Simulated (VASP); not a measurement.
# Sr2CaN2 in VASP: further runs

The runs below take Sr2CaN2 through single point, with PBE.

Everything below comes from runs of VASP 6.6.1. Logs are shortened: lines on timing, memory, paths and dates and some standing lists are left out, and cuts for length are marked.

## 1. The cell of the first run

Symmetry: P-3m1, No. 164, trigonal system. Conventional cell: a = 3.802 Å, b = 3.802 Å, c = 9.526 Å, α = 90.00°, β = 90.00°, γ = 120.00°. Sr (site symmetry 3m) has 3 N at 2.47 Å within 3.3 Å. Ca (site symmetry -3m) has 6 N at 2.69 Å and 6 Sr at 3.47 Å within 3.5 Å. N (site symmetry 3m) has 3 Sr at 2.47 Å and 3 Ca at 2.69 Å within 3.3 Å.

## 2. Single point, PBE

File INCAR:

```
  PREC = Accurate
  ENCUT = 520
  EDIFF = 1E-6
  ISMEAR = -1
  SIGMA = 0.05
  LREAL = False
  LASPH = True
  NELM = 100
  ALGO = Normal
  ISIF = 2
  LWAVE = False
  LCHARG = True
  GGA = PE
  LELF = True
  LVHAR = True
  NBANDS = 28
```

File KPOINTS:

```
regular mesh
0
Gamma
  8 8 3
```

File POSCAR:

```
Sr2CaN2
1.0
    3.8021792695      0.0000000000      0.0000000000
   -1.9010896347      3.2927838371      0.0000000000
    0.0000000000      0.0000000000      9.5255850018
Sr Ca N
2 1 2
Direct
    0.3333333333      0.6666666667      0.7825160000
    0.6666666667      0.3333333333      0.2174840000
    0.0000000000      0.0000000000      0.5000000000
    0.3333333333      0.6666666667      0.3372610000
    0.6666666667      0.3333333333      0.6627390000
```

Potentials or basis: VASP PAW PBE potentials, release 64 (Sr_sv, Ca_sv, N).

Command:

```
$ cat potpaw_PBE.64/Sr_sv/POTCAR potpaw_PBE.64/Ca_sv/POTCAR potpaw_PBE.64/N/POTCAR > POTCAR
$ mpirun -np 1 vasp_std > vasp.out
```

OUTCAR:

```text
PREC = Accurate
   ENCUT = 520
   EDIFF = 1E-6
   ISMEAR = -1
   LREAL = False
   LASPH = True
   NELM = 100
   ISIF = 2
   GGA = PE

 ion  position               nearest neighbor table
   1  0.333  0.667  0.783-   5 2.47   5 2.47   5 2.47   3 3.47   3 3.47   3 3.47   2 4.69   2 4.69
                             2 4.69
   2  0.667  0.333  0.217-   4 2.47   4 2.47   4 2.47   3 3.47   3 3.47   3 3.47   1 4.69   1 4.69
                             1 4.69
   3  0.000  0.000  0.500-   1 3.47   2 3.47   1 3.47   2 3.47   2 3.47   1 3.47
   4  0.333  0.667  0.337-   2 2.47   2 2.47   2 2.47
   5  0.667  0.333  0.663-   1 2.47   1 2.47   1 2.47

  LATTYP: Found a hexagonal cell.
 ALAT       =     3.8021792695
 C/A-ratio  =     2.5052961280

  Lattice vectors:

 A1 = (   3.8021792695,   0.0000000000,   0.0000000000)
 A2 = (  -1.9010896347,   3.2927838371,   0.0000000000)
 A3 = (   0.0000000000,   0.0000000000,   9.5255850018)

Analysis of symmetry for initial positions (statically):
=====================================================================
 Subroutine PRICEL returns:
 Original cell was already a primitive cell.

 Routine SETGRP: Setting up the symmetry group for a
 hexagonal supercell.

 Subroutine GETGRP returns: Found 12 space group operations
 (whereof 12 operations were pure point group operations)
 out of a pool of 24 trial point group operations.

The static configuration has the point symmetry D_3d.

Analysis of symmetry for dynamics (positions and initial velocities):
=====================================================================
 Subroutine PRICEL returns:
 Original cell was already a primitive cell.

 Routine SETGRP: Setting up the symmetry group for a
 hexagonal supercell.

 Subroutine GETGRP returns: Found 12 space group operations
 (whereof 12 operations were pure point group operations)
 out of a pool of 24 trial point group operations.

The dynamic configuration has the point symmetry D_3d.

 Subroutine INISYM returns: Found 12 space group operations
 (whereof 12 operations are pure point group operations),
 and found     1 'primitive' translations

----------------------------------------------------------------------------------------

                                     Primitive cell

  volume of cell :     119.2580

  direct lattice vectors                    reciprocal lattice vectors
     3.802179269  0.000000000  0.000000000     0.263007062  0.151847198  0.000000000
    -1.901089635  3.292783837  0.000000000     0.000000000  0.303694396  0.000000000
     0.000000000  0.000000000  9.525585002     0.000000000  0.000000000  0.104980429

  length of vectors
     3.802179269  3.802179269  9.525585002     0.303694396  0.303694396  0.104980429

  position of ions in fractional coordinates (direct lattice)
     0.333333333  0.666666667  0.782516000
     0.666666667  0.333333333  0.217484000
     0.000000000  0.000000000  0.500000000
     0.333333333  0.666666667  0.337261000
     0.666666667  0.333333333  0.662739000

  ion indices of the primitive-cell ions
   primitive index   ion index
                 1           1
                 2           2
                 3           3
                 4           4
                 5           5

----------------------------------------------------------------------------------------

 KPOINTS: regular mesh

Automatic generation of k-mesh.
 Grid dimensions read from file:
 generate k-points for:    8    8    3

 Generating k-lattice:

  Cartesian coordinates                     Fractional coordinates (reciprocal lattice)
     0.032875883  0.018980900  0.000000000     0.125000000 -0.000000000  0.000000000
     0.000000000  0.037961800  0.000000000     0.000000000  0.125000000  0.000000000
     0.000000000  0.000000000  0.034993476     0.000000000  0.000000000  0.333333333

  Length of vectors
     0.037961800  0.037961800  0.034993476

  Shift w.r.t. Gamma in fractional coordinates (k-lattice)
     0.000000000  0.000000000  0.000000000

 Subroutine IBZKPT returns following result:
 ===========================================

 Found     25 irreducible k-points:

 Following reciprocal coordinates:
            Coordinates               Weight
  0.000000  0.000000  0.000000      1.000000
  0.125000  0.000000  0.000000      6.000000
  0.250000  0.000000  0.000000      6.000000
  0.375000  0.000000  0.000000      6.000000
  0.500000  0.000000  0.000000      3.000000
  0.125000  0.125000  0.000000      6.000000
[... 16 lines left out ...]
 -0.125000  0.500000  0.333333     12.000000
  0.250000  0.250000  0.333333     12.000000
   k-points           NKPTS =     25   k-points in BZ     NKDIM =     25   number of bands    NBANDS=     28
   number of dos      NEDOS =    301   number of ions     NIONS =      5
   total plane-waves  NPLWV =  56448
   dimension x,y,z NGX =    28 NGY =   28 NGZ =   72
   dimension x,y,z NGXF=    56 NGYF=   56 NGZF=  144
   ions per type =               2   1   2
   NGX,Y,Z   is equivalent  to a cutoff of  12.24, 12.24, 12.57 a.u.
   NGXF,Y,Z  is equivalent  to a cutoff of  24.49, 24.49, 25.13 a.u.
 SYSTEM =  unknown system
   PREC   = accura    normal or accurate (medium, high low for compatibility)
   ISTART =      0    job   : 0-new  1-cont  2-samecut
   ICHARG =      2    charge: 1-file 2-atom 10-const
   ISPIN  =      1    spin polarized calculation?
   LNONCOLLINEAR =      F non collinear calculations
   LSORBIT =      F    spin-orbit coupling
   LASPH  =      T    aspherical Exc in radial PAW
   ENCUT  =  520.0 eV  38.22 Ry    6.18 a.u.   7.07  7.07 17.71*2*pi/ulx,y,z
   NELM   =    100;   NELMIN=  2; NELMDL= -5     # of ELM steps
   EDIFF  = 0.1E-05   stopping-criterion for ELM
   LREAL  =      F    real-space projection
   EDIFFG = 0.1E-04   stopping-criterion for IOM
   NSW    =      0    number of steps for IOM
   IBRION =     -1    ionic relax: 0-MD 1-quasi-New 2-CG
   NFREE  =      0    steps in history (QN), initial steepest desc. (CG)
   ISIF   =      2    stress and relaxation
   ISYM   =      2    0-nonsym 1-usesym 2-fastsym
   POTIM  = 0.5000    time-step for ionic-motion
   TEBEG  =    0.0;   TEEND  =   0.0 temperature during run
   PSTRESS=    0.0 pullay stress
   NELECT =      40.0000    total number of electrons
   NUPDOWN=      -1.0000    fix difference up-down
   EMIN   =  10.00;   EMAX   =-10.00  energy-range for DOS
   EFERMI =   0.00;   METHOD = LEGACY
   ISMEAR =    -1;   SIGMA  =   0.05  broadening in eV -4-tet -1-fermi 0-gaus
   EFERMI_NEDOS =   21; number of points for ismear=-14 and -15
   IALGO  =     38    algorithm
   IMIX   =      4    mixing-type and parameters
     AMIX     =   0.40;   BMIX     =  1.00
     AMIX_MAG =   1.60;   BMIX_MAG =  1.00
  volume/ion in A,a.u.               =      23.85       160.96
  Fermi-wavevector in a.u.,A,eV,Ry     =   1.137450  2.149469 17.603118  1.293793
  Thomas-Fermi vector in A             =   2.274155
   LORBIT       =      0    0 simple, 1 ext, 2 COOP (PROOUT), +10 PAW based schemes
   GGA     = PE    functional components
   LHFCALC =     F    Hartree Fock is set to
   AEXX    =    0.0000 exact exchange contribution
   IVDW    =     0    specifies the selected vdW correction
   LEPSILON=     F    determine dielectric tensor
   LRPA    =     F    only Hartree local field effects (RPA)
 non-spin polarized calculation
  energy-cutoff  :      520.00
  volume of cell :      119.26
 maximum number of plane-waves:      3247
   NGX = 15   NGY = 15   NGZ = 35

 number of electron      40.0000000 magnetization

 Free energy of the ion-electron system (eV)
  ---------------------------------------------------
  ext. energy  EPLUGINS =         0.00000000
  ---------------------------------------------------
  free energy    TOTEN  =       -24.45085599 eV

  energy without entropy =      -24.42502358  energy(sigma->0) =      -24.43793978

 E-fermi :   1.8568     XC(G=0):  -8.7406

 val. band max:        1.8075442699   @ k =   0.1250   0.0000   0.0000
 cond. band min:       1.9224549651   @ k =   0.1250   0.0000   0.3333
 fundamental gap:      0.1149106952
 Fermi energy:         1.8567779308

 k-point     1 :       0.0000    0.0000    0.0000
  band No.  band energies     occupation
      1     -37.1519      2.00000
      2     -31.9408      2.00000
      3     -31.9389      2.00000
      4     -18.2705      2.00000
      5     -18.0973      2.00000
      6     -18.0973      2.00000
[... 20 lines left out ...]
     27       7.6971      0.00000
     28       7.9820      0.00000

 k-point     2 :       0.1250    0.0000    0.0000
  band No.  band energies     occupation
      1     -37.1497      2.00000
      2     -31.9330      2.00000
      3     -31.9312      2.00000
      4     -18.2630      2.00000
      5     -18.1258      2.00000
      6     -18.1032      2.00000
[... 20 lines left out ...]
     27       7.0831      0.00000
     28       7.5228      0.00000

 k-point     3 :       0.2500    0.0000    0.0000
  band No.  band energies     occupation
      1     -37.1443      2.00000
      2     -31.9143      2.00000
      3     -31.9127      2.00000
      4     -18.2452      2.00000
      5     -18.1932      2.00000
      6     -18.1172      2.00000
[... 20 lines left out ...]
     27       7.3832      0.00000
     28       7.6193      0.00000

 k-point     4 :       0.3750    0.0000    0.0000
  band No.  band energies     occupation
      1     -37.1389      2.00000
      2     -31.8953      2.00000
      3     -31.8941      2.00000
      4     -18.2618      2.00000
      5     -18.2245      2.00000
      6     -18.1313      2.00000
[... 20 lines left out ...]
     27       7.5676      0.00000
     28       8.1126      0.00000

 k-point     5 :       0.5000    0.0000    0.0000
  band No.  band energies     occupation
      1     -37.1367      2.00000
      2     -31.8874      2.00000
      3     -31.8864      2.00000
      4     -18.2884      2.00000
      5     -18.2172      2.00000
      6     -18.1371      2.00000
[... 20 lines left out ...]
     27       7.9873      0.00000
     28       8.2807      0.00000

 k-point     6 :       0.1250    0.1250    0.0000
  band No.  band energies     occupation
      1     -37.1459      2.00000
      2     -31.9198      2.00000
      3     -31.9181      2.00000
      4     -18.2502      2.00000
      5     -18.1707      2.00000
      6     -18.1164      2.00000
[... 463 lines left out ...]
      5     -18.2271      2.00000
      6     -18.1376      2.00000
[... 20 lines left out ...]
     27       7.3998      0.00000
     28       7.9615      0.00000

 k-point    22 :       0.3750    0.1250    0.3333
  band No.  band energies     occupation
      1     -37.1367      2.00000
      2     -31.8874      2.00000
      3     -31.8865      2.00000
      4     -18.2727      2.00000
      5     -18.2174      2.00000
      6     -18.1531      2.00000
[... 20 lines left out ...]
     27       7.7153      0.00000
     28       8.2202      0.00000

 k-point    23 :      -0.1250    0.5000    0.3333
  band No.  band energies     occupation
      1     -37.1367      2.00000
      2     -31.8873      2.00000
      3     -31.8866      2.00000
      4     -18.2727      2.00000
      5     -18.2174      2.00000
      6     -18.1531      2.00000
[... 20 lines left out ...]
     27       7.6952      0.00000
     28       8.0978      0.00000

 k-point    24 :       0.2500    0.2500    0.3333
  band No.  band energies     occupation
      1     -37.1367      2.00000
      2     -31.8873      2.00000
      3     -31.8865      2.00000
      4     -18.2503      2.00000
      5     -18.2186      2.00000
      6     -18.1747      2.00000
[... 20 lines left out ...]
     27       7.3956      0.00000
     28       8.1135      0.00000

 [... further k-points ...]

------------------------ aborting loop because EDIFF is reached ----------------------------------------

  FORCE on cell =-STRESS in cart. coord.  units (eV):
  Direction    XX          YY          ZZ          XY          YZ          ZX
  --------------------------------------------------------------------------------------
  -------------------------------------------------------------------------------------
  Total       -0.0793462     -0.0793462      0.0687193     -0.0000000      0.0000000     -0.0000000
  in kB       -1.0659804     -1.0659804      0.9232130     -0.0000000      0.0000000     -0.0000000
  external PRESSURE =      -0.4029159 kB  Pullay stress =       0.0000000 kB

 VOLUME and BASIS-vectors are now :
 -----------------------------------------------------------------------------
  energy-cutoff  :      520.00
  volume of cell :      119.26
      direct lattice vectors                 reciprocal lattice vectors
     3.802179269  0.000000000  0.000000000     0.263007062  0.151847198  0.000000000
    -1.901089635  3.292783837  0.000000000     0.000000000  0.303694396  0.000000000
     0.000000000  0.000000000  9.525585002     0.000000000  0.000000000  0.104980429

 POSITION                                       TOTAL-FORCE (eV/Angst)
 -----------------------------------------------------------------------------------
     -0.00000      2.19519      7.45392         0.000000      0.000000     -0.028409
      1.90109      1.09759      2.07166        -0.000000     -0.000000      0.028409
      0.00000      0.00000      4.76279         0.000000      0.000000      0.000000
     -0.00000      2.19519      3.21261         0.000000     -0.000000     -0.003363
      1.90109      1.09759      6.31298         0.000000      0.000000      0.003363
 -----------------------------------------------------------------------------------
    total drift:                               -0.000000     -0.000000      0.000000

  FREE ENERGIE OF THE ION-ELECTRON SYSTEM (eV)
  ---------------------------------------------------
  free  energy   TOTEN  =       -24.4508559869 eV

  energy  without entropy=      -24.4250235817  energy(sigma->0) =      -24.43793978
```

It took 2.8 min on 1 thread of AMD EPYC, shared host; peak memory 0.24 GiB.

Results:

```
Free energy            : -24.4509 eV
Pressure               : 0.0 GPa
Largest force          : 0.028 eV/Å
Band gap on the k mesh : zero (bands 20 and 21 overlap by 0.11 eV)
```

Forces on the atoms (eV/Å):
```
Sr   0.000  0.000 -0.028
Sr   0.000  0.000  0.028
Ca   0.000  0.000  0.000
N    0.000  0.000 -0.003
N    0.000  0.000  0.003
```

Levels at points of the mesh, in eV from the Fermi level:
```csv
k point,band 17,band 18,band 19,band 20,band 21,band 22,band 23,band 24
"(0.00, 0.00, 0.00)",-0.79,-0.62,-0.62,-0.21,-0.21,3.47,4.00,4.62
"(0.50, 0.00, 0.00)",-0.49,-0.33,-0.20,-0.11,1.12,1.99,2.58,4.03
```

## 3. Single point, PBE (atoms moved at random)

File INCAR:

```
PREC = Accurate
ENCUT = 520
EDIFF = 1E-6
ISMEAR = -1
SIGMA = 0.05
LREAL = False
LASPH = True
NELM = 60
ALGO = Normal
ISIF = 2
LWAVE = False
LCHARG = False
GGA = PE
NBANDS = 28
```

File KPOINTS:

```
Automatic mesh
0
Gamma
  8 8 3
```

File POSCAR:

```
Sr2CaN2
1.0
    3.8021792695      0.0000000000      0.0000000000
   -1.9010896347      3.2927838371      0.0000000000
    0.0000000000      0.0000000000      9.5255850018
Sr Ca N
2 1 2
Direct
    0.3245310000      0.6513290000      0.7805240000
    0.6577570000      0.3291560000      0.2114300000
    0.0076950000     -0.0044180000      0.4916630000
    0.3344290000      0.6769880000      0.3399800000
    0.6655470000      0.3484600000      0.6592230000
```

Potentials or basis: VASP PAW PBE potentials, release 64 (Sr_sv, Ca_sv, N).

Command:

```
$ cat potpaw_PBE.64/Sr_sv/POTCAR potpaw_PBE.64/Ca_sv/POTCAR potpaw_PBE.64/N/POTCAR > POTCAR
$ mpirun -np 1 vasp_std > vasp.out
```

Wall time 10 min (1 thread of AMD EPYC, shared host); peak memory 0.42 GiB.

The run converged. Its results:

- Free energy: -24.3954 eV
- Pressure: -0.5 GPa
- Largest force: 0.562 eV/Å
- Band gap on the k mesh: zero (bands 20 and 21 overlap by 0.09 eV)

Forces on the atoms (eV/Å):
```
Sr  -0.100  0.332 -0.193
Sr   0.068  0.151  0.321
Ca  -0.089  0.004  0.345
N   -0.003 -0.168 -0.536
N    0.124 -0.319  0.063
```

Stress tensor (GPa, compression positive):
```
-0.33 -0.14 -0.33
-0.14 -0.83  0.31
-0.33  0.31 -0.22
```

Levels at points of the mesh, in eV from the Fermi level:
```
           k point  band 17  band 18  band 19  band 20  band 21  band 22  band 23  band 24
(0.00, 0.00, 0.00)    -0.84    -0.62    -0.61    -0.18    -0.17     3.35     3.93     4.61
(0.50, 0.00, 0.00)    -0.56    -0.38    -0.22    -0.11     1.02     1.91     2.54     3.92
(0.00, 0.50, 0.00)    -0.56    -0.38    -0.24    -0.15     1.01     1.90     2.52     4.00
(0.50, 0.50, 0.00)    -0.52    -0.36    -0.20    -0.09     1.03     1.91     2.49     3.85
```

Caveat: the cell differs from its parent crystal (atoms moved at random).
